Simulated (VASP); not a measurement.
# ZnO (P6_3mc) in VASP: notebook

Runs on ZnO. Level: LDA. Tasks: vibrations by perturbation theory.

All numbers are computed with VASP 6.6.1; they aren't measurements. Logs are shortened: lines on timing, memory, paths and dates and some standing lists are left out, and cuts for length are marked.

## 1. The cell of the first run

It takes space group P6_3mc (No. 186, hexagonal). The conventional cell has a = 3.171 Å, b = 3.171 Å, c = 5.127 Å, α = 90.00°, β = 90.00°, γ = 120.00°. Within 2.6 Å of Zn (site symmetry 3m) lie 4 O at 1.93 to 1.94 Å. Within 2.6 Å of O (site symmetry 3m) lie 4 Zn at 1.93 to 1.94 Å.

## 2. Vibrations by perturbation theory, LDA (11.16 Å³/atom)

INCAR reads:

```
SYSTEM = ZnO
ALGO = Normal
EDIFF = 1E-8
ENCUT = 520
IBRION = 8
ISIF = 2
ISMEAR = 0
LASPH = .TRUE.
LCHARG = .FALSE.
LREAL = .FALSE.
LWAVE = .FALSE.
NELM = 100
NSW = 1
PREC = Accurate
SIGMA = 0.01
```

KPOINTS reads:

```
k-points
0
G
  8 8 4
  0 0 0
```

POSCAR reads:

```
ZnO
1.0
    3.1710844107      0.0000000000      0.0000000000
   -1.5855422053      2.7462396572      0.0000000000
    0.0000000000      0.0000000000      5.1265694768
Zn O
2 2
Direct
    0.3333333333      0.6666666667      0.5002871609
    0.6666666667      0.3333333333      0.0002871609
    0.6666666667      0.3333333333      0.3787228391
    0.3333333333      0.6666666667      0.8787228391
```

Potentials or basis: VASP PAW LDA potentials, release 64 (Zn, O).

Run with:

```
cat potpaw_LDA.64/Zn/POTCAR potpaw_LDA.64/O/POTCAR > POTCAR
mpirun -np 1 vasp_std > vasp.out
```

OUTCAR:

```text
SYSTEM = ZnO
   EDIFF = 1E-8
   ENCUT = 520
   IBRION = 8
   ISIF = 2
   ISMEAR = 0
   LASPH = .TRUE.
   LREAL = .FALSE.
   NELM = 100
   NSW = 1
   PREC = Accurate

 ion  position               nearest neighbor table
   1  0.333  0.667  0.500-   3 1.93   3 1.93   3 1.93   4 1.94
   2  0.667  0.333  0.000-   4 1.93   4 1.93   4 1.93   3 1.94
   3  0.667  0.333  0.379-   1 1.93   1 1.93   1 1.93   2 1.94
   4  0.333  0.667  0.879-   2 1.93   2 1.93   2 1.93   1 1.94

  LATTYP: Found a hexagonal cell.
 ALAT       =     3.1710844107
 C/A-ratio  =     1.6166613098

  Lattice vectors:

 A1 = (   3.1710844107,   0.0000000000,   0.0000000000)
 A2 = (  -1.5855422053,   2.7462396572,   0.0000000000)
 A3 = (   0.0000000000,   0.0000000000,   5.1265694768)

Analysis of symmetry for initial positions (statically):
=====================================================================
 Subroutine PRICEL returns:
 Original cell was already a primitive cell.

 Routine SETGRP: Setting up the symmetry group for a
 hexagonal supercell.

 Subroutine GETGRP returns: Found 12 space group operations
 (whereof  6 operations were pure point group operations)
 out of a pool of 24 trial point group operations.

The static configuration has the point symmetry C_3v.
 The point group associated with its full space group is C_6v.

Analysis of symmetry for dynamics (positions and initial velocities):
=====================================================================
 Subroutine PRICEL returns:
 Original cell was already a primitive cell.

 Routine SETGRP: Setting up the symmetry group for a
 hexagonal supercell.

 Subroutine GETGRP returns: Found 12 space group operations
 (whereof  6 operations were pure point group operations)
 out of a pool of 24 trial point group operations.

The dynamic configuration has the point symmetry C_3v.
 The point group associated with its full space group is C_6v.

 Subroutine INISYM returns: Found 12 space group operations
 (whereof  6 operations are pure point group operations),
 and found     1 'primitive' translations

----------------------------------------------------------------------------------------

                                     Primitive cell

  volume of cell :      44.6450

  direct lattice vectors                    reciprocal lattice vectors
     3.171084411  0.000000000  0.000000000     0.315349537  0.182067140  0.000000000
    -1.585542205  2.746239657  0.000000000     0.000000000  0.364134280  0.000000000
     0.000000000  0.000000000  5.126569477     0.000000000  0.000000000  0.195062215

  length of vectors
     3.171084411  3.171084411  5.126569477     0.364134280  0.364134280  0.195062215

  position of ions in fractional coordinates (direct lattice)
     0.333333333  0.666666667  0.500287161
     0.666666667  0.333333333  0.000287161
     0.666666667  0.333333333  0.378722839
     0.333333333  0.666666667  0.878722839

  ion indices of the primitive-cell ions
   primitive index   ion index
                 1           1
                 2           2
                 3           3
                 4           4

----------------------------------------------------------------------------------------

 KPOINTS: k-points

Automatic generation of k-mesh.
 Grid dimensions read from file:
 generate k-points for:    8    8    4

 Generating k-lattice:

  Cartesian coordinates                     Fractional coordinates (reciprocal lattice)
     0.039418692  0.022758392  0.000000000     0.125000000 -0.000000000  0.000000000
     0.000000000  0.045516785  0.000000000     0.000000000  0.125000000  0.000000000
     0.000000000  0.000000000  0.048765554     0.000000000  0.000000000  0.250000000

  Length of vectors
     0.045516785  0.045516785  0.048765554

  Shift w.r.t. Gamma in fractional coordinates (k-lattice)
     0.000000000  0.000000000  0.000000000

[... 66 lines left out ...]
   EFERMI_NEDOS =   21; number of points for ismear=-14 and -15
   IALGO  =     38    algorithm
   IMIX   =      4    mixing-type and parameters
     AMIX     =   0.40;   BMIX     =  1.00
     AMIX_MAG =   1.60;   BMIX_MAG =  1.00
  volume/ion in A,a.u.               =      11.16        75.32
  Fermi-wavevector in a.u.,A,eV,Ry     =   1.523765  2.879498 31.590817  2.321860
  Thomas-Fermi vector in A             =   2.632164
   LORBIT       =      0    0 simple, 1 ext, 2 COOP (PROOUT), +10 PAW based schemes
   GGA     = CA    functional components
   LHFCALC =     F    Hartree Fock is set to
   AEXX    =    0.0000 exact exchange contribution
   IVDW    =     0    specifies the selected vdW correction
   LEPSILON=     F    determine dielectric tensor
   LRPA    =     F    only Hartree local field effects (RPA)
 non-spin polarized calculation
 Gauss-broadening in eV      SIGMA  =   0.01
  energy-cutoff  :      520.00
  volume of cell :       44.65
 maximum number of plane-waves:      1212
 NGX is ok and might be reduce to    24
   NGX = 11   NGY = 11   NGZ = 19

--------------------------------------- Ionic step        1  -------------------------------------------

 number of electron      35.9999970 magnetization

 Free energy of the ion-electron system (eV)
  ---------------------------------------------------
  ext. energy  EPLUGINS =         0.00000000
  ---------------------------------------------------
  free energy    TOTEN  =       -21.14441522 eV

  energy without entropy =      -21.14441522  energy(sigma->0) =      -21.14441522

 E-fermi :   1.5493     XC(G=0): -11.8071

 val. band max:        1.5020573935   @ k =   0.0000   0.0000   0.0000
 cond. band min:       2.3354163729   @ k =   0.0000   0.0000   0.0000
 fundamental gap:      0.8333589793
 Fermi energy:         1.5492863681

 k-point     1 :       0.0000    0.0000    0.0000
  band No.  band energies     occupation
      1     -16.8570      2.00000
      2     -15.9878      2.00000
      3      -4.7505      2.00000
      4      -4.6159      2.00000
      5      -4.6159      2.00000
      6      -4.5757      2.00000
[... 589 lines left out ...]
     21      10.3966      0.00000
     22      10.3966      0.00000

 [... further k-points ...]

------------------------ aborting loop because EDIFF is reached ----------------------------------------

  FORCE on cell =-STRESS in cart. coord.  units (eV):
  Direction    XX          YY          ZZ          XY          YZ          ZX
  --------------------------------------------------------------------------------------
  -------------------------------------------------------------------------------------
  Total        1.1007323      1.1007323      1.0913500      0.0000000     -0.0000000      0.0000000
  in kB       39.5020127     39.5020127     39.1653084      0.0000000     -0.0000000      0.0000000
  external PRESSURE =      39.3897779 kB  Pullay stress =       0.0000000 kB

 VOLUME and BASIS-vectors are now :
 -----------------------------------------------------------------------------
  energy-cutoff  :      520.00
  volume of cell :       44.65
      direct lattice vectors                 reciprocal lattice vectors
     3.171084411  0.000000000  0.000000000     0.315349537  0.182067140  0.000000000
    -1.585542205  2.746239657  0.000000000     0.000000000  0.364134280  0.000000000
     0.000000000  0.000000000  5.126569477     0.000000000  0.000000000  0.195062215

 POSITION                                       TOTAL-FORCE (eV/Angst)
 -----------------------------------------------------------------------------------
     -0.00000      1.83083      2.56476        -0.000000     -0.000000      0.003035
      1.58554      0.91541      0.00147        -0.000000     -0.000000      0.003035
      1.58554      0.91541      1.94155         0.000000      0.000000     -0.003035
     -0.00000      1.83083      4.50483         0.000000      0.000000     -0.003035
 -----------------------------------------------------------------------------------
    total drift:                                0.000001      0.000001      0.000113

  FREE ENERGIE OF THE ION-ELECTRON SYSTEM (eV)
  ---------------------------------------------------
  free  energy   TOTEN  =       -21.1444152232 eV

  energy  without entropy=      -21.1444152232  energy(sigma->0) =      -21.14441522

[... ionic steps 2 to 9 ...]

--------------------------------------- Ionic step       10  -------------------------------------------

------------------------ aborting loop because EDIFF is reached ----------------------------------------

[... ionic steps 11 to 11 ...]

--------------------------------------- Ionic step       12  -------------------------------------------

 Free energy of the ion-electron system (eV)
  ---------------------------------------------------
  ---------------------------------------------------
  free energy    TOTEN  =        -0.37158546 eV

  energy without entropy =       -0.37158546

------------------------ aborting loop because EDIFF is reached ----------------------------------------

 INTERNAL STRAIN TENSOR  FOR ION    3  DIRECTION 3   (eV/Angst):
 -----------------------------------------------------------------------------
     5.86086  0.00000  0.00000
     0.00000  5.86086  0.00000
    -0.00000  0.00000-11.40834

 INTERNAL STRAIN TENSOR FOR ION    4 for displacements in x,y,z  (eV/Angst):
          X           Y           Z          XY          YZ          ZX
  --------------------------------------------------------------------------------
  x    -0.00000     0.00000    -0.00000    -9.99829     0.00000     5.64009
  y    -9.99829     9.99829     0.00000     0.00000     5.91496     0.00000
  z     5.86086     5.86086   -11.40834     0.00000     0.00000    -0.00000

 SECOND DERIVATIVES (NOT SYMMETRIZED)
 ------------------------------------
               1X          1Y          1Z          2X          2Y          2Z          3X          3Y          3Z          4X          4Y          4Z
  1X    -9.187792   -0.000000    0.000000    0.379169    0.000000    0.000000    8.931309    0.000000   -0.000000   -0.122687   -0.000000    0.000000
  1Y    -0.000000   -9.187792    0.000000    0.000000    0.379169    0.000000    0.000000    8.931309    0.000000   -0.000000   -0.122687    0.000000
  1Z    -0.000000    0.000000  -13.306634    0.000000    0.000000    5.218989   -0.000000    0.000000    1.722411    0.000000    0.000000    6.365234
  2X     0.379169    0.000000   -0.000000   -9.187792   -0.000000   -0.000000   -0.122687   -0.000000   -0.000000    8.931309    0.000000    0.000000
  2Y     0.000000    0.379169   -0.000000   -0.000000   -9.187792   -0.000000   -0.000000   -0.122687   -0.000000    0.000000    8.931309    0.000000
  2Z     0.000000    0.000000    5.218989    0.000000    0.000000  -13.306634   -0.000000    0.000000    6.365234    0.000000   -0.000000    1.722411
  3X     8.937500    0.000000    0.000000   -0.123887   -0.000000    0.000000   -9.847172   -0.000000   -0.000000    1.033560    0.000000    0.000000
  3Y     0.000000    8.937500    0.000000   -0.000000   -0.123887    0.000000   -0.000000   -9.847172    0.000000    0.000000    1.033560    0.000000
  3Z     0.000000    0.000000    1.661309   -0.000000    0.000000    6.438267   -0.000000    0.000000  -13.533222    0.000000    0.000000    5.433646
  4X    -0.123887   -0.000000    0.000000    8.937500    0.000000    0.000000    1.033560    0.000000    0.000000   -9.847172   -0.000000   -0.000000
  4Y    -0.000000   -0.123887   -0.000000    0.000000    8.937500   -0.000000    0.000000    1.033560    0.000000   -0.000000   -9.847172   -0.000000
  4Z     0.000000    0.000000    6.438267   -0.000000   -0.000000    1.661309   -0.000000    0.000000    5.433646    0.000000    0.000000  -13.533222

 Eigenvectors and eigenvalues of the dynamical matrix
 ----------------------------------------------------

   1 f  =   17.184904 THz   107.975935 2PiTHz  573.226686 cm-1    71.071019 meV
             X         Y         Z           dx          dy          dz
     -0.000000  1.830826  2.564757     0.000000   -0.000000   -0.109952
      1.585542  0.915413  0.001472    -0.000000    0.000000    0.109952
      1.585542  0.915413  1.941549    -0.000000    0.000000   -0.698506
     -0.000000  1.830826  4.504834     0.000000   -0.000000    0.698506
[... 71 lines left out ...]
  12 f/i=    0.003633 THz     0.022826 2PiTHz    0.121179 cm-1     0.015024 meV
             X         Y         Z           dx          dy          dz
     -0.000000  1.830826  2.564757    -0.000000   -0.000000    0.633896
      1.585542  0.915413  0.001472    -0.000000   -0.000000    0.633896
      1.585542  0.915413  1.941549    -0.000000   -0.000000    0.313330
     -0.000000  1.830826  4.504834    -0.000000   -0.000000    0.313330

--------------------------------------------------------------------------------------------------------

 ELASTIC MODULI CONTR FROM IONIC RELAXATION (kBar)
 Direction    XX          YY          ZZ          XY          YZ          ZX
 --------------------------------------------------------------------------------
 XX        -972.9761    363.3107    594.4014     -0.0000      0.0000     -0.0000
 YY         363.3107   -972.9761    594.4014     -0.0000     -0.0000      0.0000
 ZZ         594.4014    594.4014  -1159.0393      0.0000     -0.0000      0.0000
 XY          -0.0000     -0.0000      0.0000   -668.1434      0.0000      0.0000
 YZ           0.0000     -0.0000     -0.0000      0.0000   -266.6088     -0.0000
 ZX          -0.0000      0.0000      0.0000     -0.0000     -0.0000   -263.0562
 --------------------------------------------------------------------------------
```

Run time: 12 min. Hardware: 1 thread of Intel Xeon 8259CL, shared host; peak memory 0.38 GiB.

What came out:

```yaml
Highest_phonon_frequency_at_Γ_LO-TO_splitting_left_out: 573 cm⁻¹
```

Phonon frequencies in cm⁻¹ (negative: imaginary):
| q point | frequencies |
| --- | --- |
| (0.000, 0.000, 0.000) | 0 0 0 85 85 266 414 432 432 466 466 573 |

Caveat: the cell stands under pressure or tension, which shifts response properties.

## 3. Vibrations by perturbation theory, LDA

This run uses another cell than the first one, of 11.33 Å³/atom.

INCAR reads:

```
SYSTEM = ZnO
ALGO = Normal ; EDIFF = 1E-8
ENCUT = 520 ; GGA = CA
IBRION = 8 ; ISIF = 2
ISMEAR = 0 ; LASPH = .TRUE.
LCHARG = .FALSE. ; LREAL = .FALSE.
LWAVE = .FALSE. ; NBANDS = 26
NELM = 80 ; NSW = 1
PREC = Accurate ; SIGMA = 0.01
```

KPOINTS is that of step 2.

POSCAR reads:

```
ZnO
1.0
    3.1871002602      0.0000000000      0.0000000000
   -1.5935501301      2.7601097897      0.0000000000
    0.0000000000      0.0000000000      5.1524616810
Zn O
2 2
Direct
    0.3333333333      0.6666666667      0.5002871609
    0.6666666667      0.3333333333      0.0002871609
    0.6666666667      0.3333333333      0.3787228391
    0.3333333333      0.6666666667      0.8787228391
```

Potentials or basis: VASP PAW LDA potentials, release 64 (Zn, O).

Run with:

```
cat potpaw_LDA.64/Zn/POTCAR potpaw_LDA.64/O/POTCAR > POTCAR
mpirun -np 1 vasp_std > vasp.out
```

OUTCAR:

```text
SYSTEM = ZnO
   EDIFF = 1E-8
   ENCUT = 520
   GGA = CA
   IBRION = 8
   ISIF = 2
   ISMEAR = 0
   LASPH = .TRUE.
   LREAL = .FALSE.
   NELM = 80
   NSW = 1
   PREC = Accurate

 ion  position               nearest neighbor table
   1  0.333  0.667  0.500-   3 1.94   3 1.94   3 1.94   4 1.95
   2  0.667  0.333  0.000-   4 1.94   4 1.94   4 1.94   3 1.95
   3  0.667  0.333  0.379-   1 1.94   1 1.94   1 1.94   2 1.95
   4  0.333  0.667  0.879-   2 1.94   2 1.94   2 1.94   1 1.95
[... 978 lines left out ...]
  4Y     0.000000   -0.046678    0.000000    0.000000    8.367825   -0.000000    0.000000    1.007487    0.000000    0.000000   -9.328634    0.000000
  4Z     0.000000    0.000000    5.926512    0.000000    0.000000    1.687937   -0.000000    0.000000    5.312393    0.000000   -0.000000  -12.926842

 Eigenvectors and eigenvalues of the dynamical matrix
 ----------------------------------------------------

   1 f  =   16.828499 THz   105.736580 2PiTHz  561.338317 cm-1    69.597050 meV
             X         Y         Z           dx          dy          dz
     -0.000000  1.840073  2.577710    -0.000000   -0.000000   -0.101924
      1.593550  0.920037  0.001480     0.000000    0.000000    0.101924
      1.593550  0.920037  1.951355     0.000000    0.000000   -0.699722
     -0.000000  1.840073  4.527586    -0.000000   -0.000000    0.699722
[... 71 lines left out ...]
  12 f/i=    0.006004 THz     0.037722 2PiTHz    0.200258 cm-1     0.024829 meV
             X         Y         Z           dx          dy          dz
     -0.000000  1.840073  2.577710    -0.548639    0.317038   -0.000000
      1.593550  0.920037  0.001480    -0.548639    0.317038   -0.000000
      1.593550  0.920037  1.951355    -0.271714    0.157013   -0.000000
     -0.000000  1.840073  4.527586    -0.271714    0.157013   -0.000000

--------------------------------------------------------------------------------------------------------

 ELASTIC MODULI CONTR FROM IONIC RELAXATION (kBar)
 Direction    XX          YY          ZZ          XY          YZ          ZX
 --------------------------------------------------------------------------------
 XX        -867.6866    329.7847    524.2069      0.0000      0.0000     -0.0000
 YY         329.7847   -867.6866    524.2069     -0.0000     -0.0000      0.0000
 ZZ         524.2069    524.2069  -1021.7209      0.0000      0.0000     -0.0000
 XY           0.0000     -0.0000      0.0000   -598.7357      0.0000      0.0000
 YZ          -0.0000     -0.0000      0.0000      0.0000   -233.8042     -0.0000
 ZX          -0.0000      0.0000     -0.0000      0.0000     -0.0000   -229.8778
 --------------------------------------------------------------------------------
```

Run time: 12 min. Hardware: 1 thread of Intel Xeon 8259CL, shared host; peak memory 0.37 GiB.

Results:

```yaml
Highest_phonon_frequency_at_Γ_LO-TO_splitting_left_out: 561 cm⁻¹
```

Phonon frequencies in cm⁻¹ (negative: imaginary):
```csv
q point,frequencies
"(0.000, 0.000, 0.000)",0 0 0 89 89 263 401 420 420 453 453 561
```

Caveat: the cell stands under pressure or tension, which shifts response properties.

[end of part 1 of 2]
